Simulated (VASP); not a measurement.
# ZnSe (F-43m) in VASP: notebook

The runs below take ZnSe through dielectric tensor, with r2SCAN.

All numbers are computed with VASP 6.6.1; they aren't measurements. Logs are shortened: lines on timing, memory, paths and dates and some standing lists are left out, and cuts for length are marked.

### 1 The cell of the first run

It takes space group F-43m (No. 216, cubic). The conventional cell has a = 5.835 Å, b = 5.835 Å, c = 5.835 Å, α = 90.00°, β = 90.00°, γ = 90.00°. Within 3.3 Å of Zn (site symmetry -43m) lie 4 Se at 2.53 Å. Se (site symmetry -43m) has 4 Zn at 2.53 Å within 3.3 Å.

### 2 Dielectric tensor, r2SCAN (strain +3.0%)

The input, INCAR:

```
SYSTEM = ZnSe
PREC     = Accurate       ! precision mode
ENCUT    = 520            ! plane-wave cutoff, eV
EDIFF    = 1E-8           ! SCF threshold, eV
ISMEAR   = 0              ! smearing method
SIGMA    = 0.01           ! smearing width, eV
LREAL    = .False.        ! projectors in reciprocal space
LASPH    = .True.         ! aspherical terms in the spheres
NELM     = 60             ! most SCF steps
ALGO     = Normal         ! electronic algorithm
ISIF     = 2              ! what is computed and relaxed
LWAVE    = .False.        ! write WAVECAR
LCHARG   = .False.        ! write CHGCAR
METAGGA  = R2SCAN         ! meta-GGA
LMIXTAU  = .True.       
LCALCEPS = .True.
```

The input, KPOINTS:

```
Automatic mesh
0
Gamma
  6 6 6
  0 0 0
```

The input, POSCAR:

```
ZnSe
1.0
    0.0000000000      2.9173933049      2.9173933049
    2.9173933049      0.0000000000      2.9173933049
    2.9173933049      2.9173933049      0.0000000000
Zn Se
1 1
Direct
    0.0000000000      0.0000000000      0.0000000000
    0.2500000000      0.2500000000      0.2500000000
```

Potentials or basis: VASP PAW PBE potentials, release 64 (Zn, Se).

Run with:

```
cat potpaw_PBE.64/Zn/POTCAR potpaw_PBE.64/Se/POTCAR > POTCAR
mpirun -np 1 vasp_std > vasp.out
```

OUTCAR:

```text
SYSTEM = ZnSe
   PREC = Accurate
   ENCUT = 520
   EDIFF = 1E-8
   ISMEAR = 0
   LREAL = .False.
   LASPH = .True.
   NELM = 60
   ISIF = 2
   METAGGA = R2SCAN

 ion  position               nearest neighbor table
   1  0.000  0.000  0.000-   2 2.53   2 2.53   2 2.53   2 2.53
   2  0.250  0.250  0.250-   1 2.53   1 2.53   1 2.53   1 2.53

  LATTYP: Found a face centered cubic cell.
 ALAT       =     5.8347866098

  Lattice vectors:

 A1 = (   0.0000000000,   2.9173933049,   2.9173933049)
 A2 = (   2.9173933049,   0.0000000000,   2.9173933049)
 A3 = (   2.9173933049,   2.9173933049,   0.0000000000)

Analysis of symmetry for initial positions (statically):
=====================================================================
 Subroutine PRICEL returns:
 Original cell was already a primitive cell.

 Routine SETGRP: Setting up the symmetry group for a
 face centered cubic supercell.

 Subroutine GETGRP returns: Found 24 space group operations
 (whereof 24 operations were pure point group operations)
 out of a pool of 48 trial point group operations.

The static configuration has the point symmetry T_d .

Analysis of symmetry for dynamics (positions and initial velocities):
=====================================================================
 Subroutine PRICEL returns:
 Original cell was already a primitive cell.

 Routine SETGRP: Setting up the symmetry group for a
 face centered cubic supercell.

 Subroutine GETGRP returns: Found 24 space group operations
 (whereof 24 operations were pure point group operations)
 out of a pool of 48 trial point group operations.

The dynamic configuration has the point symmetry T_d .

 Subroutine INISYM returns: Found 24 space group operations
 (whereof 24 operations are pure point group operations),
 and found     1 'primitive' translations

----------------------------------------------------------------------------------------

                                     Primitive cell

  volume of cell :      49.6609

  direct lattice vectors                    reciprocal lattice vectors
     0.000000000  2.917393305  2.917393305    -0.171385874  0.171385874  0.171385874
     2.917393305  0.000000000  2.917393305     0.171385874 -0.171385874  0.171385874
     2.917393305  2.917393305  0.000000000     0.171385874  0.171385874 -0.171385874

  length of vectors
     4.125817179  4.125817179  4.125817179     0.296849041  0.296849041  0.296849041

  position of ions in fractional coordinates (direct lattice)
     0.000000000  0.000000000  0.000000000
     0.250000000  0.250000000  0.250000000

  ion indices of the primitive-cell ions
   primitive index   ion index
                 1           1
                 2           2

----------------------------------------------------------------------------------------

 KPOINTS: Automatic mesh

Automatic generation of k-mesh.
 Grid dimensions read from file:
 generate k-points for:    6    6    6

 Generating k-lattice:

  Cartesian coordinates                     Fractional coordinates (reciprocal lattice)
    -0.028564312  0.028564312  0.028564312     0.166666667  0.000000000  0.000000000
     0.028564312 -0.028564312  0.028564312     0.000000000  0.166666667  0.000000000
     0.028564312  0.028564312 -0.028564312     0.000000000  0.000000000  0.166666667

  Length of vectors
     0.049474840  0.049474840  0.049474840

  Shift w.r.t. Gamma in fractional coordinates (k-lattice)
     0.000000000  0.000000000  0.000000000

 Subroutine IBZKPT returns following result:
 ===========================================

 Found     16 irreducible k-points:

 Following reciprocal coordinates:
            Coordinates               Weight
  0.000000  0.000000  0.000000      1.000000
  0.166667  0.000000  0.000000      8.000000
  0.333333  0.000000  0.000000      8.000000
  0.500000  0.000000  0.000000      4.000000
  0.166667  0.166667  0.000000      6.000000
  0.333333  0.166667  0.000000     24.000000
[... 8 lines left out ...]
 -0.333333  0.333333  0.166667     24.000000
 -0.333333  0.500000  0.166667     12.000000
   k-points           NKPTS =     16   k-points in BZ     NKDIM =     16   number of bands    NBANDS=     13
   number of dos      NEDOS =    301   number of ions     NIONS =      2
   total plane-waves  NPLWV =  32768
   dimension x,y,z NGX =    32 NGY =   32 NGZ =   32
   dimension x,y,z NGXF=    64 NGYF=   64 NGZF=   64
   ions per type =               1   1
   NGX,Y,Z   is equivalent  to a cutoff of  12.89, 12.89, 12.89 a.u.
   NGXF,Y,Z  is equivalent  to a cutoff of  25.79, 25.79, 25.79 a.u.
 SYSTEM =  ZnSe
   PREC   = accura    normal or accurate (medium, high low for compatibility)
   ISTART =      0    job   : 0-new  1-cont  2-samecut
   ICHARG =      2    charge: 1-file 2-atom 10-const
   ISPIN  =      1    spin polarized calculation?
   LNONCOLLINEAR =      F non collinear calculations
   LSORBIT =      F    spin-orbit coupling
   LASPH  =      T    aspherical Exc in radial PAW
   ENCUT  =  520.0 eV  38.22 Ry    6.18 a.u.   7.67  7.67  7.67*2*pi/ulx,y,z
   NELM   =     60;   NELMIN=  2; NELMDL= -5     # of ELM steps
   EDIFF  = 0.1E-07   stopping-criterion for ELM
   LREAL  =      F    real-space projection
   EDIFFG = 0.1E-06   stopping-criterion for IOM
   NSW    =      0    number of steps for IOM
   IBRION =     -1    ionic relax: 0-MD 1-quasi-New 2-CG
   NFREE  =      0    steps in history (QN), initial steepest desc. (CG)
   ISIF   =      2    stress and relaxation
   ISYM   =      2    0-nonsym 1-usesym 2-fastsym
   POTIM  = 0.5000    time-step for ionic-motion
   TEBEG  =    0.0;   TEEND  =   0.0 temperature during run
   PSTRESS=    0.0 pullay stress
   NELECT =      18.0000    total number of electrons
   NUPDOWN=      -1.0000    fix difference up-down
   EMIN   =  10.00;   EMAX   =-10.00  energy-range for DOS
   EFERMI =   0.00;   METHOD = LEGACY
   ISMEAR =     0;   SIGMA  =   0.01  broadening in eV -4-tet -1-fermi 0-gaus
   EFERMI_NEDOS =   21; number of points for ismear=-14 and -15
   IALGO  =     38    algorithm
   IMIX   =      4    mixing-type and parameters
     AMIX     =   0.40;   BMIX     =  1.00
     AMIX_MAG =   1.60;   BMIX_MAG =  1.00
  volume/ion in A,a.u.               =      24.83       167.56
  Fermi-wavevector in a.u.,A,eV,Ry     =   1.167241  2.205766 18.537292  1.362453
  Thomas-Fermi vector in A             =   2.303744
   LORBIT       =      0    0 simple, 1 ext, 2 COOP (PROOUT), +10 PAW based schemes
   METAGGA = R2SCAN    functional components
   LHFCALC =     F    Hartree Fock is set to
   AEXX    =    0.0000 exact exchange contribution
   IVDW    =     0    specifies the selected vdW correction
   LEPSILON=     F    determine dielectric tensor
   LRPA    =     F    only Hartree local field effects (RPA)
   LRPA       =     F
 non-spin polarized calculation
 Gauss-broadening in eV      SIGMA  =   0.01
  energy-cutoff  :      520.00
  volume of cell :       49.66
 maximum number of plane-waves:      1363
 NGX is ok and might be reduce to    32
   NGX = 15   NGY = 15   NGZ = 15

 number of electron      18.0000003 magnetization

 Free energy of the ion-electron system (eV)
  ---------------------------------------------------
  ext. energy  EPLUGINS =         0.00000000
  ---------------------------------------------------
  free energy    TOTEN  =       -24.83945922 eV

  energy without entropy =      -24.83945922  energy(sigma->0) =      -24.83945922

 E-fermi :   0.6321     XC(G=0):  -9.5009

 val. band max:        0.5893031313   @ k =   0.0000   0.0000   0.0000
 cond. band min:   10000.0000000000   @ k =   0.0000   0.0000   0.0000
 fundamental gap:   9999.4106968687
 Fermi energy:         0.6321179346

 k-point     1 :       0.0000    0.0000    0.0000
  band No.  band energies     occupation
      1     -12.5845      2.00000
      2      -5.8376      2.00000
      3      -5.8370      2.00000
      4      -5.8364      2.00000
      5      -5.5113      2.00000
      6      -5.5113      2.00000
      7       0.5889      2.00000
      8       0.5891      2.00000
      9       0.5893      2.00000
     10   10000.0000      0.00000
     11   10000.0000      0.00000
     12   10000.0000      0.00000
     13   10000.0000      0.00000

 k-point     2 :       0.1667    0.0000    0.0000
  band No.  band energies     occupation
      1     -12.4331      2.00000
      2      -5.8143      2.00000
      3      -5.8136      2.00000
      4      -5.8101      2.00000
      5      -5.5125      2.00000
      6      -5.5124      2.00000
      7      -1.1542      2.00000
      8       0.3720      2.00000
      9       0.3722      2.00000
     10   10000.0000      0.00000
     11   10000.0000      0.00000
     12   10000.0000      0.00000
     13   10000.0000      0.00000

 k-point     3 :       0.3333    0.0000    0.0000
  band No.  band energies     occupation
      1     -12.0990      2.00000
      2      -5.7745      2.00000
      3      -5.7741      2.00000
      4      -5.6499      2.00000
      5      -5.5067      2.00000
      6      -5.5063      2.00000
      7      -3.1594      2.00000
      8      -0.0041      2.00000
      9      -0.0039      2.00000
     10   10000.0000      0.00000
     11   10000.0000      0.00000
     12   10000.0000      0.00000
     13   10000.0000      0.00000
[... 305 lines left out ...]
 k-point    23 :       0.0000    0.1667    0.1667
  band No.  band energies     occupation
      1     -12.3826      2.00000
      2      -5.8303      2.00000
      3      -5.7920      2.00000
      4      -5.7920      2.00000
      5      -5.5251      2.00000
      6      -5.5014      2.00000
      7      -1.1381      2.00000
      8      -0.0032      2.00000
      9      -0.0032      2.00000
     10   10000.0000      0.00000
     11   10000.0000      0.00000
     12   10000.0000      0.00000
     13   10000.0000      0.00000

 k-point    24 :       0.0000    0.3333    0.1667
  band No.  band energies     occupation
      1     -12.1066      2.00000
      2      -5.7845      2.00000
      3      -5.7461      2.00000
      4      -5.7098      2.00000
      5      -5.5194      2.00000
      6      -5.4936      2.00000
      7      -2.6257      2.00000
      8      -0.5233      2.00000
      9      -0.4224      2.00000
     10   10000.0000      0.00000
     11   10000.0000      0.00000
     12   10000.0000      0.00000
     13   10000.0000      0.00000

 [... further k-points ...]

------------------------ aborting loop because EDIFF is reached ----------------------------------------

            Ionic dipole moment: p[ion]=(     8.75218     8.75218     8.75218 ) |e| Angst

 Total electronic dipole moment: p[elc]=(     0.01570     0.01570     0.03048 ) |e| Angst

 MACROSCOPIC STATIC DIELECTRIC TENSOR (including local field effects)
 ------------------------------------------------------
           6.386104     0.000000     0.000000
           0.000000     6.386104     0.000000
          -0.000000    -0.000000     6.386104
 ------------------------------------------------------

 PIEZOELECTRIC TENSOR (including local field effects) (e Angst)
          XX          YY          ZZ          XY          YZ          ZX
  --------------------------------------------------------------------------------
  x     0.00000    -0.00000    -0.00000     0.00000    -2.21184     0.00000
  y    -0.00000    -0.00000    -0.00000    -0.00000     0.00000    -2.21184
  z    -0.00000    -0.00000     0.00000    -2.21184     0.00000     0.00000

 PIEZOELECTRIC TENSOR (including local field effects) (C/m^2)
          XX          YY          ZZ          XY          YZ          ZX
  --------------------------------------------------------------------------------
  x     0.00000    -0.00000    -0.00000     0.00000    -0.71359     0.00000
  y    -0.00000    -0.00000    -0.00000    -0.00000     0.00000    -0.71359
  z    -0.00000    -0.00000     0.00000    -0.71359     0.00000     0.00000

 BORN EFFECTIVE CHARGES (including local field effects) (in |e|, cummulative output)
 ---------------------------------------------------------------------------------
 ion    1
    1     2.17996    -0.00000     0.00000
    2    -0.00000     2.17996    -0.00000
    3     0.00000    -0.00000     2.17996
 ion    2
    1    -2.17996    -0.00000    -0.00000
    2    -0.00000    -2.17996     0.00000
    3    -0.00000     0.00000    -2.17996

  FORCE on cell =-STRESS in cart. coord.  units (eV):
  Direction    XX          YY          ZZ          XY          YZ          ZX
  --------------------------------------------------------------------------------------
  -------------------------------------------------------------------------------------
  Total       -1.4460948     -1.4460948     -1.4460948      0.0000000     -0.0000000      0.0000000
  in kB      -46.6543773    -46.6543773    -46.6543773      0.0000000     -0.0000000      0.0000000
  external PRESSURE =     -46.6543773 kB  Pullay stress =       0.0000000 kB

 VOLUME and BASIS-vectors are now :
 -----------------------------------------------------------------------------
  energy-cutoff  :      520.00
  volume of cell :       49.66
      direct lattice vectors                 reciprocal lattice vectors
     0.000000000  2.917393305  2.917393305    -0.171385874  0.171385874  0.171385874
     2.917393305  0.000000000  2.917393305     0.171385874 -0.171385874  0.171385874
     2.917393305  2.917393305  0.000000000     0.171385874  0.171385874 -0.171385874

 POSITION                                       TOTAL-FORCE (eV/Angst)
 -----------------------------------------------------------------------------------
      0.00000      0.00000      0.00000        -0.000000     -0.000000     -0.000000
      1.45870      1.45870      1.45870         0.000000      0.000000      0.000000
 -----------------------------------------------------------------------------------
    total drift:                                0.000022      0.000022      0.000022

  FREE ENERGIE OF THE ION-ELECTRON SYSTEM (eV)
  ---------------------------------------------------
  free  energy   TOTEN  =       -24.8394592229 eV

  energy  without entropy=      -24.8394592229  energy(sigma->0) =      -24.83945922
```

It took 33 min on 1 thread of AMD EPYC 9R45 (Zen 5), shared host; peak memory 0.32 GiB.

What came out:

* Band gap on the k mesh: 1.50 eV, direct
* Electronic dielectric tensor (diagonal): 6.39
* Born charges (mean of the diagonal): Zn +2.18; Se -2.18 e

Electronic dielectric tensor:
```
6.39 0.00 0.00
0.00 6.39 0.00
0.00 0.00 6.39
```

Born effective charge tensors (e):
atom 1, Zn
```
2.18 0.00 0.00
0.00 2.18 0.00
0.00 0.00 2.18
```
atom 2, Se
```
-2.18  0.00  0.00
 0.00 -2.18  0.00
 0.00  0.00 -2.18
```

Dipole moments of the cell (e·Å, modulo the quantum): ionic 8.752, 8.752, 8.752; electronic 0.016, 0.016, 0.030

Caveat: the cell differs from its parent crystal (strain +3.0%); the PAW data sets were made with another functional, which shifts forces and pressure a little.

[end of part 1 of 2]
